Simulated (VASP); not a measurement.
# PbS (Fm-3m) in VASP: a series of runs, part 3 of 3

VASP 6.6.1. The steps go on from the part before.

## Step 4: Electric field gradients, LDA (volume scaled by 0.98)

Input file INCAR:

```
SYSTEM = PbS
ALGO = Normal
EDIFF = 1E-8
ENCUT = 520
ISIF = 2
ISMEAR = -1
LASPH = .TRUE.
LCHARG = .FALSE.
LEFG = .TRUE.
LREAL = .FALSE.
LWAVE = .FALSE.
NBANDS = 17
NELM = 80
PREC = Accurate
SIGMA = 0.01
```

Input file KPOINTS:

```
k-points
0
G
  7 7 7
  0 0 0
```

Input file POSCAR:

```
PbS
1.0
    0.0000000000      2.9451000715      2.9451000715
    2.9451000715      0.0000000000      2.9451000715
    2.9451000715      2.9451000715      0.0000000000
Pb S
1 1
Direct
    0.0000000000      0.0000000000      0.0000000000
    0.5000000000      0.5000000000      0.5000000000
```

Potentials or basis: VASP PAW LDA potentials, release 64 (Pb_d, S).

Launch:

```console
$ cat potpaw_LDA.64/Pb_d/POTCAR potpaw_LDA.64/S/POTCAR > POTCAR
$ mpirun -np 1 vasp_std > vasp.out
```

OUTCAR:

```text
SYSTEM = PbS
   EDIFF = 1E-8
   ENCUT = 520
   ISIF = 2
   ISMEAR = -1
   LASPH = .TRUE.
   LREAL = .FALSE.
   NELM = 80
   PREC = Accurate

 ion  position               nearest neighbor table
   1  0.000  0.000  0.000-   2 2.95   2 2.95   2 2.95   2 2.95   2 2.95   2 2.95
   2  0.500  0.500  0.500-   1 2.95   1 2.95   1 2.95   1 2.95   1 2.95   1 2.95

  LATTYP: Found a face centered cubic cell.
 ALAT       =     5.8902001430

  Lattice vectors:

 A1 = (   0.0000000000,   2.9451000715,   2.9451000715)
 A2 = (   2.9451000715,   0.0000000000,   2.9451000715)
 A3 = (   2.9451000715,   2.9451000715,   0.0000000000)

Analysis of symmetry for initial positions (statically):
=====================================================================
 Subroutine PRICEL returns:
 Original cell was already a primitive cell.

 Routine SETGRP: Setting up the symmetry group for a
 face centered cubic supercell.

 Subroutine GETGRP returns: Found 48 space group operations
 (whereof 48 operations were pure point group operations)
 out of a pool of 48 trial point group operations.

The static configuration has the point symmetry O_h .

Analysis of symmetry for dynamics (positions and initial velocities):
=====================================================================
 Subroutine PRICEL returns:
 Original cell was already a primitive cell.

 Routine SETGRP: Setting up the symmetry group for a
 face centered cubic supercell.

 Subroutine GETGRP returns: Found 48 space group operations
 (whereof 48 operations were pure point group operations)
 out of a pool of 48 trial point group operations.

The dynamic configuration has the point symmetry O_h .

 Subroutine INISYM returns: Found 48 space group operations
 (whereof 48 operations are pure point group operations),
 and found     1 'primitive' translations

----------------------------------------------------------------------------------------

                                     Primitive cell

  volume of cell :      51.0893

  direct lattice vectors                    reciprocal lattice vectors
     0.000000000  2.945100072  2.945100072    -0.169773518  0.169773518  0.169773518
     2.945100072  0.000000000  2.945100072     0.169773518 -0.169773518  0.169773518
     2.945100072  2.945100072  0.000000000     0.169773518  0.169773518 -0.169773518

  length of vectors
     4.165000464  4.165000464  4.165000464     0.294056359  0.294056359  0.294056359

  position of ions in fractional coordinates (direct lattice)
     0.000000000  0.000000000  0.000000000
     0.500000000  0.500000000  0.500000000

  ion indices of the primitive-cell ions
   primitive index   ion index
                 1           1
                 2           2

----------------------------------------------------------------------------------------

[... 67 lines left out ...]
   NSW    =      0    number of steps for IOM
   IBRION =     -1    ionic relax: 0-MD 1-quasi-New 2-CG
   NFREE  =      0    steps in history (QN), initial steepest desc. (CG)
   ISIF   =      2    stress and relaxation
   ISYM   =      2    0-nonsym 1-usesym 2-fastsym
   POTIM  = 0.5000    time-step for ionic-motion
   TEBEG  =    0.0;   TEEND  =   0.0 temperature during run
   PSTRESS=    0.0 pullay stress
   NELECT =      20.0000    total number of electrons
   NUPDOWN=      -1.0000    fix difference up-down
   EMIN   =  10.00;   EMAX   =-10.00  energy-range for DOS
   EFERMI =   0.00;   METHOD = LEGACY
   ISMEAR =    -1;   SIGMA  =   0.01  broadening in eV -4-tet -1-fermi 0-gaus
   EFERMI_NEDOS =   21; number of points for ismear=-14 and -15
   IALGO  =     38    algorithm
   IMIX   =      4    mixing-type and parameters
     AMIX     =   0.40;   BMIX     =  1.00
     AMIX_MAG =   1.60;   BMIX_MAG =  1.00
  volume/ion in A,a.u.               =      25.54       172.38
  Fermi-wavevector in a.u.,A,eV,Ry     =   1.197590  2.263117 19.513768  1.434221
  Thomas-Fermi vector in A             =   2.333501
   LORBIT       =      0    0 simple, 1 ext, 2 COOP (PROOUT), +10 PAW based schemes
   GGA     = CA    functional components
   LHFCALC =     F    Hartree Fock is set to
   AEXX    =    0.0000 exact exchange contribution
   IVDW    =     0    specifies the selected vdW correction
   LEPSILON=     F    determine dielectric tensor
   LRPA    =     F    only Hartree local field effects (RPA)
 non-spin polarized calculation
  energy-cutoff  :      520.00
  volume of cell :       51.09
 maximum number of plane-waves:      1392
   NGX = 15   NGY = 15   NGZ = 15

 number of electron      19.9999996 magnetization

 Free energy of the ion-electron system (eV)
  ---------------------------------------------------
  ext. energy  EPLUGINS =         0.00000000
  ---------------------------------------------------
  free energy    TOTEN  =        -9.99787005 eV

  energy without entropy =       -9.99787005  energy(sigma->0) =       -9.99787005

 E-fermi :   5.8375     XC(G=0): -10.1260

 val. band max:        5.5716005021   @ k =   0.4286   0.0000   0.0000
 cond. band min:       6.4308587445   @ k =   0.4286   0.0000   0.0000
 fundamental gap:      0.8592582424
 Fermi energy:         5.8375370863

 k-point     1 :       0.0000    0.0000    0.0000
  band No.  band energies     occupation
      1     -10.9385      2.00000
      2     -10.9385      2.00000
      3     -10.9385      2.00000
      4     -10.9303      2.00000
      5     -10.9303      2.00000
      6      -7.8890      2.00000
[... 377 lines left out ...]
      4     -10.9095      2.00000
      5     -10.8742      2.00000
      6      -6.0694      2.00000
[... 9 lines left out ...]
     16      17.5738      0.00000
     17      18.2371      0.00000

------------------------ aborting loop because EDIFF is reached ----------------------------------------

  FORCE on cell =-STRESS in cart. coord.  units (eV):
  Direction    XX          YY          ZZ          XY          YZ          ZX
  --------------------------------------------------------------------------------------
  -------------------------------------------------------------------------------------
  Total       -0.4574106     -0.4574106     -0.4574106      0.0000000      0.0000000      0.0000000
  in kB      -14.3445402    -14.3445402    -14.3445402      0.0000000      0.0000000      0.0000000
  external PRESSURE =     -14.3445402 kB  Pullay stress =       0.0000000 kB

 VOLUME and BASIS-vectors are now :
 -----------------------------------------------------------------------------
  energy-cutoff  :      520.00
  volume of cell :       51.09
      direct lattice vectors                 reciprocal lattice vectors
     0.000000000  2.945100072  2.945100072    -0.169773518  0.169773518  0.169773518
     2.945100072  0.000000000  2.945100072     0.169773518 -0.169773518  0.169773518
     2.945100072  2.945100072  0.000000000     0.169773518  0.169773518 -0.169773518

 POSITION                                       TOTAL-FORCE (eV/Angst)
 -----------------------------------------------------------------------------------
      0.00000      0.00000      0.00000         0.000000      0.000000     -0.000000
      2.94510      2.94510      2.94510        -0.000000     -0.000000      0.000000
 -----------------------------------------------------------------------------------
    total drift:                                0.000000     -0.000000     -0.000000

  FREE ENERGIE OF THE ION-ELECTRON SYSTEM (eV)
  ---------------------------------------------------
  free  energy   TOTEN  =        -9.9978700546 eV

  energy  without entropy=       -9.9978700546  energy(sigma->0) =       -9.99787005

 Electric field gradients (V/A^2)
---------------------------------------------------------------------
 ion       V_xx      V_yy      V_zz      V_xy      V_xz      V_yz
---------------------------------------------------------------------
   1       0.000     0.000     0.000    -0.001    -0.001    -0.001
   2       0.000     0.000    -0.000    -0.000    -0.000    -0.000
---------------------------------------------------------------------

 Electric field gradients after diagonalization (V/A^2)
 (convention: |V_zz| > |V_xx| > |V_yy|)
----------------------------------------------------------------------
 ion       V_xx      V_yy      V_zz     asymmetry (V_yy - V_xx)/ V_zz
----------------------------------------------------------------------
   1       0.001     0.001    -0.002       0.000
   2       0.000     0.000    -0.001       0.000
----------------------------------------------------------------------

           NMR quadrupolar parameters

 Cq : quadrupolar parameter    Cq=e*Q*V_zz/h
 eta: asymmetry parameters     (V_yy - V_xx)/ V_zz
 Q  : nuclear electric quadrupole moment in mb (millibarn)
----------------------------------------------------------------------
 ion       Cq(MHz)       eta       Q (mb)
----------------------------------------------------------------------
   1      -0.000       0.000       1.000
   2      -0.000       0.000       1.000
----------------------------------------------------------------------
```

OSZICAR:

```text
N       E                     dE             d eps       ncg     rms          rms(c)
DAV:   1     0.156082834220E+03    0.15608E+03   -0.95279E+03   680   0.121E+03
DAV:   2     0.167278340608E+01   -0.15441E+03   -0.14833E+03   721   0.308E+02
DAV:   3    -0.101302413604E+02   -0.11803E+02   -0.11715E+02   886   0.924E+01
DAV:   4    -0.104255847254E+02   -0.29534E+00   -0.29504E+00   884   0.155E+01
DAV:   5    -0.104359740521E+02   -0.10389E-01   -0.10389E-01   989   0.291E+00    0.465E+00
DAV:   6    -0.100090509669E+02    0.42692E+00   -0.12493E+00  1074   0.776E+00    0.328E+00
DAV:   7    -0.100016923750E+02    0.73586E-02   -0.10290E-01   835   0.162E+00    0.178E+00
DAV:   8    -0.999817954144E+01    0.35128E-02   -0.10627E-02   852   0.102E+00    0.164E-01
DAV:   9    -0.999785017261E+01    0.32937E-03   -0.20043E-03  1058   0.351E-01    0.755E-02
DAV:  10    -0.999787471054E+01   -0.24538E-04   -0.12740E-04   753   0.731E-02    0.459E-02
DAV:  11    -0.999787012692E+01    0.45836E-05   -0.18304E-05   956   0.466E-02    0.111E-02
DAV:  12    -0.999787006058E+01    0.66340E-07   -0.79651E-07   997   0.113E-02    0.203E-03
DAV:  13    -0.999787005316E+01    0.74228E-08   -0.12976E-07   811   0.227E-03    0.184E-03
DAV:  14    -0.999787005465E+01   -0.14879E-08   -0.60106E-09   595   0.845E-04
   1 F= -.99978701E+01 E0= -.99978701E+01  d E =-.363206E-13
```

stdout:

```text
POSCAR found type information on POSCAR PbS
 POSCAR found :  2 types and       2 ions
 scaLAPACK will be used
 LDA part: xc-table for (Slater(with rela. corr.)+CA(PZ))
 , standard interpolation
 POSCAR, INCAR and KPOINTS ok, starting setup
 FFT: planning ... GRIDC
 FFT: planning ... GRID_SOFT
 FFT: planning ... GRID
 WAVECAR not read
 entering main loop
ion   1

ion   2
```

Run time: 17 s. Hardware: 1 thread of Intel Xeon 8259CL, shared host; peak memory 0.16 GiB.

Results:

| Item | Value |
| --- | --- |
| Free energy | -9.9979 eV |
| Pressure | -1.4 GPa |

Caveat: this odd mesh misses L, where the gap lies, so gap, dielectric constants and Born charges aren't listed; without QUAD_EFG the Cq values of the log hold for a quadrupole moment of 1 mb, not for the nuclei; spin-orbit coupling is left out, which moves the levels of the heavy elements.

## Step 5: Electric field gradients, LDA (volume scaled by 0.99)

Input file INCAR:

```
PREC     = Accurate       # precision mode
ENCUT    = 520            # plane-wave cutoff, eV
EDIFF    = 1E-8           # SCF threshold, eV
ISMEAR   = -1             # smearing method
SIGMA    = 0.01           # smearing width, eV
LREAL    = False          # projectors in reciprocal space
LASPH    = True           # aspherical terms in the spheres
NELM     = 100            # most SCF steps
ALGO     = Normal         # electronic algorithm
ISIF     = 2              # what is computed and relaxed
LWAVE    = False          # write WAVECAR
LCHARG   = False          # write CHGCAR
LEFG     = True         
NBANDS   = 17             # bands
```

Input file KPOINTS:

```
regular mesh
0
Gamma
  7 7 7
```

Input file POSCAR:

```
PbS
1.0
    0.0000000000      2.9550835380      2.9550835380
    2.9550835380      0.0000000000      2.9550835380
    2.9550835380      2.9550835380      0.0000000000
Pb S
1 1
Direct
    0.0000000000      0.0000000000      0.0000000000
    0.5000000000      0.5000000000      0.5000000000
```

Potentials or basis: VASP PAW LDA potentials, release 64 (Pb_d, S).

Launch:

```console
$ cat potpaw_LDA.64/Pb_d/POTCAR potpaw_LDA.64/S/POTCAR > POTCAR
$ mpirun -np 1 vasp_std > vasp.out
```

OUTCAR:

```text
PREC = Accurate
   ENCUT = 520
   EDIFF = 1E-8
   ISMEAR = -1
   LREAL = False
   LASPH = True
   NELM = 100
   ISIF = 2

 ion  position               nearest neighbor table
   1  0.000  0.000  0.000-   2 2.96   2 2.96   2 2.96   2 2.96   2 2.96   2 2.96
   2  0.500  0.500  0.500-   1 2.96   1 2.96   1 2.96   1 2.96   1 2.96   1 2.96

  LATTYP: Found a face centered cubic cell.
 ALAT       =     5.9101670760

  Lattice vectors:

 A1 = (   0.0000000000,   2.9550835380,   2.9550835380)
 A2 = (   2.9550835380,   0.0000000000,   2.9550835380)
 A3 = (   2.9550835380,   2.9550835380,   0.0000000000)

Analysis of symmetry for initial positions (statically):
=====================================================================
 Subroutine PRICEL returns:
 Original cell was already a primitive cell.

 Routine SETGRP: Setting up the symmetry group for a
 face centered cubic supercell.

 Subroutine GETGRP returns: Found 48 space group operations
 (whereof 48 operations were pure point group operations)
[... 580 lines left out ...]
     0.000000000  2.955083538  2.955083538    -0.169199954  0.169199954  0.169199954
     2.955083538  0.000000000  2.955083538     0.169199954 -0.169199954  0.169199954
     2.955083538  2.955083538  0.000000000     0.169199954  0.169199954 -0.169199954

 POSITION                                       TOTAL-FORCE (eV/Angst)
 -----------------------------------------------------------------------------------
      0.00000      0.00000      0.00000         0.000000      0.000000     -0.000000
      2.95508      2.95508      2.95508        -0.000000     -0.000000      0.000000
 -----------------------------------------------------------------------------------
    total drift:                                0.000000     -0.000000     -0.000000

  FREE ENERGIE OF THE ION-ELECTRON SYSTEM (eV)
  ---------------------------------------------------
  free  energy   TOTEN  =        -9.9924724963 eV

  energy  without entropy=       -9.9924724963  energy(sigma->0) =       -9.99247250

 Electric field gradients (V/A^2)
---------------------------------------------------------------------
 ion       V_xx      V_yy      V_zz      V_xy      V_xz      V_yz
---------------------------------------------------------------------
   1       0.000     0.000    -0.000    -0.001    -0.001    -0.001
   2       0.000    -0.000     0.000    -0.000    -0.000    -0.000
---------------------------------------------------------------------

 Electric field gradients after diagonalization (V/A^2)
 (convention: |V_zz| > |V_xx| > |V_yy|)
----------------------------------------------------------------------
 ion       V_xx      V_yy      V_zz     asymmetry (V_yy - V_xx)/ V_zz
----------------------------------------------------------------------
   1       0.001     0.001    -0.002       0.000
   2       0.000     0.000    -0.001       0.000
----------------------------------------------------------------------

           NMR quadrupolar parameters

 Cq : quadrupolar parameter    Cq=e*Q*V_zz/h
 eta: asymmetry parameters     (V_yy - V_xx)/ V_zz
 Q  : nuclear electric quadrupole moment in mb (millibarn)
----------------------------------------------------------------------
 ion       Cq(MHz)       eta       Q (mb)
----------------------------------------------------------------------
   1      -0.000       0.000       1.000
   2      -0.000       0.000       1.000
----------------------------------------------------------------------
```

OSZICAR:

```text
N       E                     dE             d eps       ncg     rms          rms(c)
DAV:   1     0.154763943233E+03    0.15476E+03   -0.97721E+03   688   0.122E+03
DAV:   2     0.147046063576E+01   -0.15329E+03   -0.14768E+03   732   0.314E+02
DAV:   3    -0.101449451983E+02   -0.11615E+02   -0.11532E+02   917   0.905E+01
DAV:   4    -0.104269726091E+02   -0.28203E+00   -0.28174E+00   828   0.153E+01
DAV:   5    -0.104376643827E+02   -0.10692E-01   -0.10690E-01   997   0.299E+00    0.459E+00
DAV:   6    -0.100034752668E+02    0.43419E+00   -0.12762E+00  1074   0.773E+00    0.322E+00
DAV:   7    -0.999637623830E+01    0.70990E-02   -0.10480E-01   843   0.164E+00    0.175E+00
DAV:   8    -0.999280245645E+01    0.35738E-02   -0.11087E-02   784   0.101E+00    0.182E-01
DAV:   9    -0.999245575646E+01    0.34670E-03   -0.22611E-03  1076   0.362E-01    0.732E-02
DAV:  10    -0.999247577715E+01   -0.20021E-04   -0.13982E-04   767   0.699E-02    0.425E-02
DAV:  11    -0.999247264401E+01    0.31331E-05   -0.16192E-05   964   0.403E-02    0.989E-03
DAV:  12    -0.999247251035E+01    0.13366E-06   -0.82427E-07   994   0.125E-02    0.268E-03
DAV:  13    -0.999247249416E+01    0.16190E-07   -0.18088E-07   796   0.245E-03    0.183E-03
DAV:  14    -0.999247249634E+01   -0.21791E-08   -0.60602E-09   640   0.642E-04
   1 F= -.99924725E+01 E0= -.99924725E+01  d E =-.140001E-13
```

Run time: 20 s. Hardware: 1 thread of Intel Xeon 8259CL, shared host; peak memory 0.16 GiB.

Results:

* Free energy: -9.9925 eV
* Pressure: -2.0 GPa

Caveat: this odd mesh misses L, where the gap lies, so gap, dielectric constants and Born charges aren't listed; without QUAD_EFG the Cq values of the log hold for a quadrupole moment of 1 mb, not for the nuclei; spin-orbit coupling is left out, which moves the levels of the heavy elements.

## Step 6: Overview

```csv
cell,pressure (GPa)
"a = 4.193 Å, angles 60.0°, 2 atoms",-2.6
"a = 4.165 Å, angles 60.0°, 2 atoms",-1.4
"a = 4.179 Å, angles 60.0°, 2 atoms",-2.0
```

Alike in all rows: task electric field gradients; level LDA; potentials or basis VASP PAW LDA potentials, release 64 (Pb_d, S); no spin polarisation; k mesh 7 × 7 × 7; cutoff (eV) 520; smearing fermi-dirac 0.01 eV.

Caveats: spin-orbit coupling is left out, which moves the levels of the heavy elements.

Absolute energies hang on the potentials; compare differences alone.
